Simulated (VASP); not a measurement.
# Al2O3 (Pnnm) in VASP: notebook, part 2 of 2

VASP 6.6.1. Earlier steps stand in the parts before.

### 4 Single point, LDA (strain +0.000 along x and y, +0.040 along z)

INCAR reads:

```
SYSTEM = Al2O3
  ALGO = Normal
  EDIFF = 1E-6
  ENCUT = 520
  GGA = CA
  ISIF = 2
  ISMEAR = 0
  LASPH = .TRUE.
  LCHARG = .TRUE.
  LELF = .TRUE.
  LREAL = .FALSE.
  LVHAR = .TRUE.
  LWAVE = .FALSE.
  NBANDS = 35
  NELM = 60
  PREC = Accurate
  SIGMA = 0.05
```

KPOINTS reads:

```
k-points
0
G
  6 4 8
  0 0 0
```

POSCAR reads:

```
Al2O3
1.0
    4.5925857122      0.0000000000      0.0000000000
    0.0000000000      9.5731211374      0.0000000000
    0.0000000000      0.0000000000      3.0935714195
Al O
4 6
Direct
    0.4138788494      0.3309999366      0.5000000000
    0.5861211506      0.6690000634      0.5000000000
    0.9138788494      0.1690000634      0.0000000000
    0.0861211506      0.8309999366      0.0000000000
    0.7315554251      0.2226862107      0.5000000000
    0.0000000000      0.0000000000      0.0000000000
    0.7684445749      0.7226862107      0.0000000000
    0.2315554251      0.2773137893      0.0000000000
    0.2684445749      0.7773137893      0.5000000000
    0.5000000000      0.5000000000      0.5000000000
```

Potentials or basis: VASP PAW LDA potentials, release 64 (Al, O).

The run is started by

```sh
cat potpaw_LDA.64/Al/POTCAR potpaw_LDA.64/O/POTCAR > POTCAR
mpirun -np 1 vasp_std > vasp.out
```

OUTCAR:

```text
SYSTEM = Al2O3
   EDIFF = 1E-6
   ENCUT = 520
   GGA = CA
   ISIF = 2
   ISMEAR = 0
   LASPH = .TRUE.
   LREAL = .FALSE.
   NELM = 60
   PREC = Accurate

 ion  position               nearest neighbor table
   1  0.414  0.331  0.500-  10 1.67   5 1.79   8 1.83   8 1.83   3 3.17   3 3.17   3 3.17   3 3.17
                             2 3.33
   2  0.586  0.669  0.500-  10 1.67   9 1.79   7 1.83   7 1.83   4 3.17   4 3.17   4 3.17   4 3.17
                             1 3.33
   3  0.914  0.169  0.000-   6 1.67   8 1.79   5 1.83   5 1.83   1 3.17   1 3.17   1 3.17   1 3.17
                             4 3.33
[... 1143 lines left out ...]

 VOLUME and BASIS-vectors are now :
 -----------------------------------------------------------------------------
  energy-cutoff  :      520.00
  volume of cell :      136.01
      direct lattice vectors                 reciprocal lattice vectors
     4.592585712  0.000000000  0.000000000     0.217742262  0.000000000  0.000000000
     0.000000000  9.573121137  0.000000000     0.000000000  0.104459140  0.000000000
     0.000000000  0.000000000  3.093571419     0.000000000  0.000000000  0.323250982

 POSITION                                       TOTAL-FORCE (eV/Angst)
 -----------------------------------------------------------------------------------
      1.90077      3.16870      1.54679        -0.392149     -0.458886     -0.000000
      2.69181      6.40442      1.54679         0.392149      0.458886      0.000000
      4.19707      1.61786      0.00000        -0.392149      0.458886     -0.000000
      0.39552      7.95526      0.00000         0.392149     -0.458886      0.000000
      3.35973      2.13180      1.54679         0.409158     -0.283286      0.000000
      0.00000      0.00000      0.00000        -0.000000      0.000000      0.000000
      3.52915      6.91836      0.00000        -0.409158     -0.283286     -0.000000
      1.06344      2.65476      0.00000         0.409158      0.283286      0.000000
      1.23285      7.44132      1.54679        -0.409158      0.283286      0.000000
      2.29629      4.78656      1.54679        -0.000000      0.000000      0.000000
 -----------------------------------------------------------------------------------
    total drift:                                0.000000     -0.000000      0.000000

  FREE ENERGIE OF THE ION-ELECTRON SYSTEM (eV)
  ---------------------------------------------------
  free  energy   TOTEN  =       -80.7635464736 eV

  energy  without entropy=      -80.7635464735  energy(sigma->0) =      -80.76354647
```

OSZICAR:

```text
N       E                     dE             d eps       ncg     rms          rms(c)
DAV:   1     0.245259645345E+03    0.24526E+03   -0.23118E+04  4200   0.123E+03
DAV:   2    -0.726114975143E+02   -0.31787E+03   -0.30262E+03  5500   0.271E+02
DAV:   3    -0.929437705812E+02   -0.20332E+02   -0.20216E+02  5351   0.725E+01
DAV:   4    -0.931667460169E+02   -0.22298E+00   -0.22276E+00  5152   0.865E+00
DAV:   5    -0.931696998105E+02   -0.29538E-02   -0.29530E-02  5176   0.983E-01    0.203E+01
DAV:   6    -0.812035910184E+02    0.11966E+02   -0.46401E+01  4848   0.346E+01    0.780E+00
DAV:   7    -0.809639417250E+02    0.23965E+00   -0.10556E+00  4852   0.545E+00    0.386E+00
DAV:   8    -0.807901525547E+02    0.17379E+00   -0.11416E-01  5338   0.233E+00    0.133E+00
DAV:   9    -0.807618768056E+02    0.28276E-01   -0.29553E-02  5344   0.133E+00    0.228E-01
DAV:  10    -0.807630956567E+02   -0.12189E-02   -0.42151E-03  4737   0.323E-01    0.177E-01
DAV:  11    -0.807636265254E+02   -0.53087E-03   -0.17422E-03  4752   0.251E-01    0.759E-02
DAV:  12    -0.807635351988E+02    0.91327E-04   -0.59899E-04  5367   0.153E-01    0.159E-02
DAV:  13    -0.807635449701E+02   -0.97713E-05   -0.76891E-05  4594   0.471E-02    0.836E-03
DAV:  14    -0.807635465111E+02   -0.15409E-05   -0.55422E-06  4832   0.125E-02    0.348E-03
DAV:  15    -0.807635464736E+02    0.37523E-07   -0.34369E-07  3146   0.372E-03
   1 F= -.80763546E+02 E0= -.80763546E+02  d E =-.126905E-11
```

Wall time 1.8 min (1 thread of Intel Xeon 6975P-C (Granite Rapids), shared host); peak memory 0.32 GiB.

Results:

```yaml
Free_energy: -80.7635 eV
Pressure: -4.7 GPa
Largest_force: 0.604 eV/Å
Band_gap_on_the_k_mesh: 3.44 eV
```

Forces on the atoms (eV/Å):
```
Al  -0.392 -0.459  0.000
Al   0.392  0.459  0.000
Al  -0.392  0.459  0.000
Al   0.392 -0.459  0.000
O    0.409 -0.283  0.000
O    0.000  0.000  0.000
O   -0.409 -0.283  0.000
O    0.409  0.283  0.000
O   -0.409  0.283  0.000
O    0.000  0.000  0.000
```

Stress tensor (GPa, compression positive):
```
 -2.95   0.00   0.00
  0.00   0.43   0.00
  0.00   0.00 -11.50
```

Caveat: the cell differs from its parent crystal (strain +0.000 along x and y, +0.040 along z); the cell stands under tension. A k mesh can miss the band edges.

### 5 Summary

```tsv
cell	gap on the mesh (eV)	pressure (GPa)	largest force (eV/Å)
a = 4.409, b = 9.190, c = 3.213 Å, 10 atoms	3.77	4.6	2.77
a = 4.776, b = 9.956, c = 2.737 Å, 10 atoms	2.53	3.4	2.47
a = 4.593, b = 9.573, c = 3.094 Å, 10 atoms	3.44	-4.7	0.60
```

Alike in all rows: task single point; level LDA; potentials or basis VASP PAW LDA potentials, release 64 (Al, O); no spin polarisation; k mesh 6 × 4 × 8; cutoff (eV) 520; smearing gaussian 0.05 eV.

Caveats: the cell stands under pressure (at least some runs); forces of over 1 eV/Å act on the atoms, so gaps and moduli don't describe the material at rest (at least some runs); the cell stands under tension (at least some runs).

Absolute energies hang on the potentials; compare differences alone.
